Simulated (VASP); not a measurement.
# Ca3Y (Pm-3m) in VASP: a series of runs

Ca3Y is run at these levels: LDA; tasks: single point.

Program: VASP 6.6.1. These are calculated values, not measurements. Logs are shortened: lines on timing, memory, paths and dates and some standing lists are left out, and cuts for length are marked.

### Step 1. The cell of the first run

It takes space group Pm-3m (No. 221, cubic). The conventional cell has a = 5.321 Å, b = 5.321 Å, c = 5.321 Å, α = 90.00°, β = 90.00°, γ = 90.00°. Within 4.9 Å of Ca (site symmetry 4/mmm) lie 8 Ca at 3.76 Å and 4 Y at 3.76 Å. Within 4.9 Å of Y (site symmetry m-3m) lie 12 Ca at 3.76 Å.

### Step 2. Single point, LDA

Input file INCAR:

```
SYSTEM = Ca3Y
PREC = Accurate
ENCUT = 520
EDIFF = 1E-7
ISMEAR = 1
SIGMA = 0.1
LREAL = .FALSE.
LASPH = .TRUE.
NELM = 100
ALGO = Normal
ISIF = 2
LWAVE = .FALSE.
LCHARG = .TRUE.
GGA = CA
LELF = .TRUE.
LVHAR = .TRUE.
NBANDS = 28
```

Input file KPOINTS:

```
Automatic mesh
0
G
  5 5 5
  0 0 0
```

Input file POSCAR:

```
Ca3Y
1.0
    5.3210467817      0.0000000000      0.0000000000
    0.0000000000      5.3210467817      0.0000000000
    0.0000000000      0.0000000000      5.3210467817
Ca Y
3 1
Direct
    0.0000000000      0.5000000000      0.5000000000
    0.5000000000      0.0000000000      0.5000000000
    0.5000000000      0.5000000000      0.0000000000
    0.0000000000      0.0000000000      0.0000000000
```

Potentials or basis: VASP PAW LDA potentials, release 64 (Ca_sv, Y_sv).

The run is started by

```console
$ cat potpaw_LDA.64/Ca_sv/POTCAR potpaw_LDA.64/Y_sv/POTCAR > POTCAR
$ mpirun -np 1 vasp_std > vasp.out
```

OUTCAR:

```text
SYSTEM = Ca3Y
   PREC = Accurate
   ENCUT = 520
   EDIFF = 1E-7
   ISMEAR = 1
   LREAL = .FALSE.
   LASPH = .TRUE.
   NELM = 100
   ISIF = 2
   GGA = CA

 ion  position               nearest neighbor table
   1  0.000  0.500  0.500-   4 3.76   4 3.76   4 3.76   4 3.76
   2  0.500  0.000  0.500-   4 3.76   4 3.76   4 3.76   4 3.76
   3  0.500  0.500  0.000-   4 3.76   4 3.76   4 3.76   4 3.76
   4  0.000  0.000  0.000-   1 3.76   2 3.76   3 3.76   1 3.76   2 3.76   1 3.76   3 3.76   1 3.76
                             2 3.76   3 3.76   2 3.76   3 3.76

  LATTYP: Found a simple cubic cell.
 ALAT       =     5.3210467817

  Lattice vectors:

 A1 = (   5.3210467817,   0.0000000000,   0.0000000000)
 A2 = (   0.0000000000,   5.3210467817,   0.0000000000)
 A3 = (   0.0000000000,   0.0000000000,   5.3210467817)

Analysis of symmetry for initial positions (statically):
=====================================================================
 Subroutine PRICEL returns:
 Original cell was already a primitive cell.

 Routine SETGRP: Setting up the symmetry group for a
 simple cubic supercell.

 Subroutine GETGRP returns: Found 48 space group operations
 (whereof 48 operations were pure point group operations)
 out of a pool of 48 trial point group operations.

The static configuration has the point symmetry O_h .

Analysis of symmetry for dynamics (positions and initial velocities):
=====================================================================
 Subroutine PRICEL returns:
 Original cell was already a primitive cell.

 Routine SETGRP: Setting up the symmetry group for a
 simple cubic supercell.

 Subroutine GETGRP returns: Found 48 space group operations
 (whereof 48 operations were pure point group operations)
 out of a pool of 48 trial point group operations.

The dynamic configuration has the point symmetry O_h .

 Subroutine INISYM returns: Found 48 space group operations
 (whereof 48 operations are pure point group operations),
 and found     1 'primitive' translations

----------------------------------------------------------------------------------------

                                     Primitive cell

  volume of cell :     150.6577

  direct lattice vectors                    reciprocal lattice vectors
     5.321046782  0.000000000  0.000000000     0.187932946  0.000000000  0.000000000
     0.000000000  5.321046782  0.000000000     0.000000000  0.187932946  0.000000000
     0.000000000  0.000000000  5.321046782     0.000000000  0.000000000  0.187932946

  length of vectors
     5.321046782  5.321046782  5.321046782     0.187932946  0.187932946  0.187932946

  position of ions in fractional coordinates (direct lattice)
     0.000000000  0.500000000  0.500000000
     0.500000000  0.000000000  0.500000000
     0.500000000  0.500000000  0.000000000
     0.000000000  0.000000000  0.000000000

  ion indices of the primitive-cell ions
   primitive index   ion index
                 1           1
                 2           2
                 3           3
                 4           4

----------------------------------------------------------------------------------------

 KPOINTS: Automatic mesh

Automatic generation of k-mesh.
 Grid dimensions read from file:
 generate k-points for:    5    5    5

 Generating k-lattice:

  Cartesian coordinates                     Fractional coordinates (reciprocal lattice)
     0.037586589  0.000000000  0.000000000     0.200000000  0.000000000  0.000000000
     0.000000000  0.037586589  0.000000000     0.000000000  0.200000000  0.000000000
     0.000000000  0.000000000  0.037586589     0.000000000  0.000000000  0.200000000

  Length of vectors
     0.037586589  0.037586589  0.037586589

  Shift w.r.t. Gamma in fractional coordinates (k-lattice)
     0.000000000  0.000000000  0.000000000

 Subroutine IBZKPT returns following result:
 ===========================================

 Found     10 irreducible k-points:

 Following reciprocal coordinates:
            Coordinates               Weight
  0.000000  0.000000  0.000000      1.000000
  0.200000  0.000000  0.000000      6.000000
  0.400000  0.000000  0.000000      6.000000
  0.200000  0.200000  0.000000     12.000000
  0.400000  0.200000  0.000000     24.000000
  0.400000  0.400000  0.000000     12.000000
  0.200000  0.200000  0.200000      8.000000
  0.400000  0.200000  0.200000     24.000000
  0.400000  0.400000  0.200000     24.000000
  0.400000  0.400000  0.400000      8.000000
   k-points           NKPTS =     10   k-points in BZ     NKDIM =     10   number of bands    NBANDS=     28
   number of dos      NEDOS =    301   number of ions     NIONS =      4
   total plane-waves  NPLWV =  64000
   dimension x,y,z NGX =    40 NGY =   40 NGZ =   40
   dimension x,y,z NGXF=    80 NGYF=   80 NGZF=   80
   ions per type =               3   1
   NGX,Y,Z   is equivalent  to a cutoff of  12.50, 12.50, 12.50 a.u.
   NGXF,Y,Z  is equivalent  to a cutoff of  24.99, 24.99, 24.99 a.u.
 SYSTEM =  Ca3Y
   PREC   = accura    normal or accurate (medium, high low for compatibility)
   ISTART =      0    job   : 0-new  1-cont  2-samecut
   ICHARG =      2    charge: 1-file 2-atom 10-const
   ISPIN  =      1    spin polarized calculation?
   LNONCOLLINEAR =      F non collinear calculations
   LSORBIT =      F    spin-orbit coupling
   LASPH  =      T    aspherical Exc in radial PAW
   ENCUT  =  520.0 eV  38.22 Ry    6.18 a.u.   9.89  9.89  9.89*2*pi/ulx,y,z
   NELM   =    100;   NELMIN=  2; NELMDL= -5     # of ELM steps
   EDIFF  = 0.1E-06   stopping-criterion for ELM
   LREAL  =      F    real-space projection
   EDIFFG = 0.1E-05   stopping-criterion for IOM
   NSW    =      0    number of steps for IOM
   IBRION =     -1    ionic relax: 0-MD 1-quasi-New 2-CG
   NFREE  =      0    steps in history (QN), initial steepest desc. (CG)
   ISIF   =      2    stress and relaxation
   ISYM   =      2    0-nonsym 1-usesym 2-fastsym
   POTIM  = 0.5000    time-step for ionic-motion
   TEBEG  =    0.0;   TEEND  =   0.0 temperature during run
   PSTRESS=    0.0 pullay stress
   NELECT =      41.0000    total number of electrons
   NUPDOWN=      -1.0000    fix difference up-down
   EMIN   =  10.00;   EMAX   =-10.00  energy-range for DOS
   EFERMI =   0.00;   METHOD = LEGACY
   ISMEAR =     1;   SIGMA  =   0.10  broadening in eV -4-tet -1-fermi 0-gaus
   EFERMI_NEDOS =   21; number of points for ismear=-14 and -15
   IALGO  =     38    algorithm
   IMIX   =      4    mixing-type and parameters
     AMIX     =   0.40;   BMIX     =  1.00
     AMIX_MAG =   1.60;   BMIX_MAG =  1.00
  volume/ion in A,a.u.               =      37.66       254.17
  Fermi-wavevector in a.u.,A,eV,Ry     =   1.060895  2.004801 15.313331  1.125498
  Thomas-Fermi vector in A             =   2.196292
   LORBIT       =      0    0 simple, 1 ext, 2 COOP (PROOUT), +10 PAW based schemes
   GGA     = CA    functional components
   LHFCALC =     F    Hartree Fock is set to
   AEXX    =    0.0000 exact exchange contribution
   IVDW    =     0    specifies the selected vdW correction
   LEPSILON=     F    determine dielectric tensor
   LRPA    =     F    only Hartree local field effects (RPA)
 non-spin polarized calculation
 Methfessel and Paxton  Order N= 1 SIGMA  =   0.10
  energy-cutoff  :      520.00
  volume of cell :      150.66
 maximum number of plane-waves:      4069
 NGX is ok and might be reduce to    40
   NGX = 19   NGY = 19   NGZ = 19

 number of electron      40.9999986 magnetization

 Free energy of the ion-electron system (eV)
  ---------------------------------------------------
  ext. energy  EPLUGINS =         0.00000000
  ---------------------------------------------------
  free energy    TOTEN  =       -12.96985376 eV

  energy without entropy =      -12.95712579  energy(sigma->0) =      -12.96561110

 E-fermi :   2.2843     XC(G=0):  -8.5410

 val. band max:        2.2834972200   @ k =   0.4000   0.0000   0.0000
 cond. band min:       2.3034307904   @ k =   0.4000   0.2000   0.2000
 fundamental gap:      0.0199335703
 Fermi energy:         2.2843136789

 k-point     1 :       0.0000    0.0000    0.0000
  band No.  band energies     occupation
      1     -41.0359      2.00000
      2     -38.8919      2.00000
      3     -38.8672      2.00000
      4     -38.8672      2.00000
      5     -21.1155      2.00000
      6     -21.1155      2.00000
[... 20 lines left out ...]
     27       4.4429      0.00000
     28       4.4429      0.00000

 k-point     2 :       0.2000    0.0000    0.0000
  band No.  band energies     occupation
      1     -41.0359      2.00000
      2     -38.8898      2.00000
      3     -38.8693      2.00000
      4     -38.8672      2.00000
      5     -21.1139      2.00000
      6     -21.1139      2.00000
[... 20 lines left out ...]
     27       4.1879     -0.00000
     28       4.5644      0.00000

 k-point     3 :       0.4000    0.0000    0.0000
  band No.  band energies     occupation
      1     -41.0358      2.00000
      2     -38.8851      2.00000
      3     -38.8741      2.00000
      4     -38.8672      2.00000
      5     -21.1113      2.00000
      6     -21.1113      2.00000
[... 20 lines left out ...]
     27       3.7390     -0.00000
     28       4.7084      0.00000

 k-point     4 :       0.2000    0.2000    0.0000
  band No.  band energies     occupation
      1     -41.0359      2.00000
      2     -38.8879      2.00000
      3     -38.8700      2.00000
      4     -38.8683      2.00000
      5     -21.1156      2.00000
      6     -21.1123      2.00000
[... 144 lines left out ...]
     27       3.6969     -0.00000
     28       4.4924      0.00000

 k-point     9 :       0.4000    0.4000    0.2000
  band No.  band energies     occupation
      1     -41.0357      2.00000
      2     -38.8787      2.00000
      3     -38.8746      2.00000
      4     -38.8728      2.00000
      5     -21.1180      2.00000
      6     -21.1171      2.00000
[... 20 lines left out ...]
     27       3.7200     -0.00000
     28       4.2795     -0.00000

 k-point    10 :       0.4000    0.4000    0.4000
  band No.  band energies     occupation
      1     -41.0357      2.00000
      2     -38.8770      2.00000
      3     -38.8746      2.00000
      4     -38.8746      2.00000
      5     -21.1211      2.00000
      6     -21.1211      2.00000
[... 20 lines left out ...]
     27       4.0547     -0.00000
     28       4.3427      0.00000

------------------------ aborting loop because EDIFF is reached ----------------------------------------

  FORCE on cell =-STRESS in cart. coord.  units (eV):
  Direction    XX          YY          ZZ          XY          YZ          ZX
  --------------------------------------------------------------------------------------
  -------------------------------------------------------------------------------------
  Total       -1.2458126     -1.2458126     -1.2458126     -0.0000000      0.0000000     -0.0000000
  in kB      -13.2486635    -13.2486635    -13.2486635     -0.0000000      0.0000000     -0.0000000
  external PRESSURE =     -13.2486635 kB  Pullay stress =       0.0000000 kB

 VOLUME and BASIS-vectors are now :
 -----------------------------------------------------------------------------
  energy-cutoff  :      520.00
  volume of cell :      150.66
      direct lattice vectors                 reciprocal lattice vectors
     5.321046782  0.000000000  0.000000000     0.187932946  0.000000000  0.000000000
     0.000000000  5.321046782  0.000000000     0.000000000  0.187932946  0.000000000
     0.000000000  0.000000000  5.321046782     0.000000000  0.000000000  0.187932946

 POSITION                                       TOTAL-FORCE (eV/Angst)
 -----------------------------------------------------------------------------------
      0.00000      2.66052      2.66052         0.000000      0.000000      0.000000
      2.66052      0.00000      2.66052         0.000000      0.000000      0.000000
      2.66052      2.66052      0.00000         0.000000      0.000000      0.000000
      0.00000      0.00000      0.00000         0.000000      0.000000      0.000000
 -----------------------------------------------------------------------------------
    total drift:                               -0.000000      0.000000     -0.000000

  FREE ENERGIE OF THE ION-ELECTRON SYSTEM (eV)
  ---------------------------------------------------
  free  energy   TOTEN  =       -12.9698537604 eV

  energy  without entropy=      -12.9571257925  energy(sigma->0) =      -12.96561110
```

Run time: 67 s. Hardware: 1 thread of Intel Xeon 8259CL, shared host; peak memory 0.22 GiB.

What came out:

```yaml
Free_energy: -12.9699 eV
Pressure: -1.3 GPa
Band_gap_on_the_k_mesh: zero (an odd number of electrons rules out a gap without spin polarisation)
```

### Step 3. Single point, LDA

This run uses another cell than the first one, of 38.85 Å³/atom.

Input file INCAR:

```
SYSTEM = Ca3Y
  PREC = Accurate
  ENCUT = 520
  EDIFF = 1E-6
  ISMEAR = 1
  SIGMA = 0.1
  LREAL = .FALSE.
  LASPH = .TRUE.
  NELM = 60
  ALGO = Normal
  ISIF = 2
  LWAVE = .FALSE.
  LCHARG = .FALSE.
  GGA = CA
  NBANDS = 28
```

KPOINTS is that of step 2.

Input file POSCAR:

```
Ca3Y
1.0
    5.3764783416      0.0000000000      0.0000000000
    0.0000000000      5.3764783416      0.0000000000
    0.0000000000      0.0000000000      5.3764783416
Ca Y
3 1
Direct
    0.0000000000      0.5000000000      0.5000000000
    0.5000000000      0.0000000000      0.5000000000
    0.5000000000      0.5000000000      0.0000000000
    0.0000000000      0.0000000000      0.0000000000
```

Potentials or basis: VASP PAW LDA potentials, release 64 (Ca_sv, Y_sv).

The run is started by

```console
$ cat potpaw_LDA.64/Ca_sv/POTCAR potpaw_LDA.64/Y_sv/POTCAR > POTCAR
$ mpirun -np 1 vasp_std > vasp.out
```

Run time: 50 s. Hardware: 1 thread of Intel Xeon 8259CL, shared host; peak memory 0.22 GiB.

The run converged. Its results:

| Quantity | Value |
| --- | --- |
| Free energy | -12.9233 eV |
| Pressure | -1.9 GPa |
| Band gap on the k mesh | zero (an odd number of electrons rules out a gap without spin polarisation) |

Levels at points of the mesh, in eV from the Fermi level:
| k point | band 18 | band 19 | band 20 | band 21 | band 22 | band 23 |
| --- | --- | --- | --- | --- | --- | --- |
| (0.00, 0.00, 0.00) | -0.98 | -0.98 | -0.63 | 0.01 | 0.01 | 0.01 |

### Step 4. Single point, LDA

This run uses another cell than the first one, of 40.04 Å³/atom.

Input file INCAR:

```
PREC = Accurate
ENCUT = 520
EDIFF = 1E-6
ISMEAR = 1
SIGMA = 0.1
LREAL = False
LASPH = True
NELM = 80
ALGO = Normal
ISIF = 2
LWAVE = False
LCHARG = False
NBANDS = 28
```

Input file KPOINTS:

```
Automatic mesh
0
Gamma
  5 5 5
```

Input file POSCAR:

```
Ca3Y
1.0
    5.4307898796      0.0000000000      0.0000000000
    0.0000000000      5.4307898796      0.0000000000
    0.0000000000      0.0000000000      5.4307898796
Ca Y
3 1
Direct
    0.0000000000      0.5000000000      0.5000000000
    0.5000000000      0.0000000000      0.5000000000
    0.5000000000      0.5000000000      0.0000000000
    0.0000000000      0.0000000000      0.0000000000
```

Potentials or basis: VASP PAW LDA potentials, release 64 (Ca_sv, Y_sv).

The run is started by

```console
$ cat potpaw_LDA.64/Ca_sv/POTCAR potpaw_LDA.64/Y_sv/POTCAR > POTCAR
$ mpirun -np 1 vasp_std > vasp.out
```

OUTCAR:

```text
PREC = Accurate
   ENCUT = 520
   EDIFF = 1E-6
   ISMEAR = 1
   LREAL = False
   LASPH = True
   NELM = 80
   ISIF = 2

 ion  position               nearest neighbor table
   1  0.000  0.500  0.500-
   2  0.500  0.000  0.500-
   3  0.500  0.500  0.000-
   4  0.000  0.000  0.000-

  LATTYP: Found a simple cubic cell.
 ALAT       =     5.4307898796

  Lattice vectors:

 A1 = (   5.4307898796,   0.0000000000,   0.0000000000)
 A2 = (   0.0000000000,   5.4307898796,   0.0000000000)
 A3 = (   0.0000000000,   0.0000000000,   5.4307898796)

Analysis of symmetry for initial positions (statically):
=====================================================================
 Subroutine PRICEL returns:
 Original cell was already a primitive cell.

 Routine SETGRP: Setting up the symmetry group for a
 simple cubic supercell.

 Subroutine GETGRP returns: Found 48 space group operations
 (whereof 48 operations were pure point group operations)
 out of a pool of 48 trial point group operations.

[... 147 lines left out ...]
  free energy    TOTEN  =       -12.86190081 eV

  energy without entropy =      -12.85379671  energy(sigma->0) =      -12.85919944

 E-fermi :   2.0144     XC(G=0):  -8.3336

 val. band max:        1.9964508133   @ k =   0.4000   0.4000   0.4000
 cond. band min:       2.0315876499   @ k =   0.4000   0.2000   0.2000
 fundamental gap:      0.0351368366
 Fermi energy:         2.0144266409

 k-point     1 :       0.0000    0.0000    0.0000
  band No.  band energies     occupation
      1     -41.4797      2.00000
      2     -39.3162      2.00000
      3     -39.2975      2.00000
      4     -39.2975      2.00000
      5     -21.5400      2.00000
      6     -21.5400      2.00000
[... 299 lines left out ...]
     27       3.7237     -0.00000
     28       3.9857     -0.00000

------------------------ aborting loop because EDIFF is reached ----------------------------------------

  FORCE on cell =-STRESS in cart. coord.  units (eV):
  Direction    XX          YY          ZZ          XY          YZ          ZX
  --------------------------------------------------------------------------------------
  -------------------------------------------------------------------------------------
  Total       -2.3374753     -2.3374753     -2.3374753      0.0000000     -0.0000000      0.0000000
  in kB      -23.3812977    -23.3812977    -23.3812977      0.0000000     -0.0000000      0.0000000
  external PRESSURE =     -23.3812977 kB  Pullay stress =       0.0000000 kB

 VOLUME and BASIS-vectors are now :
 -----------------------------------------------------------------------------
  energy-cutoff  :      520.00
  volume of cell :      160.17
      direct lattice vectors                 reciprocal lattice vectors
     5.430789880  0.000000000  0.000000000     0.184135277  0.000000000  0.000000000
     0.000000000  5.430789880  0.000000000     0.000000000  0.184135277  0.000000000
     0.000000000  0.000000000  5.430789880     0.000000000  0.000000000  0.184135277

 POSITION                                       TOTAL-FORCE (eV/Angst)
 -----------------------------------------------------------------------------------
      0.00000      2.71539      2.71539         0.000000      0.000000      0.000000
      2.71539      0.00000      2.71539         0.000000      0.000000      0.000000
      2.71539      2.71539      0.00000         0.000000      0.000000      0.000000
      0.00000      0.00000      0.00000         0.000000      0.000000      0.000000
 -----------------------------------------------------------------------------------
    total drift:                               -0.000000      0.000000     -0.000000

  FREE ENERGIE OF THE ION-ELECTRON SYSTEM (eV)
  ---------------------------------------------------
  free  energy   TOTEN  =       -12.8619008095 eV

  energy  without entropy=      -12.8537967069  energy(sigma->0) =      -12.85919944
```

Wall time 59 s (1 thread of Intel Xeon 8259CL, shared host); peak memory 0.22 GiB.

What came out:

| Property | Result |
| --- | --- |
| Free energy | -12.8619 eV |
| Pressure | -2.3 GPa |
| Band gap on the k mesh | zero (an odd number of electrons rules out a gap without spin polarisation) |

Levels at points of the mesh, in eV from the Fermi level:
```tsv
k point	band 18	band 19	band 20	band 21	band 22	band 23
(0.00, 0.00, 0.00)	-0.94	-0.94	-0.60	0.04	0.04	0.04
```

[end of part 1 of 2]

The gap in the log of VASP goes by the Fermi energy; the results here count the filled bands.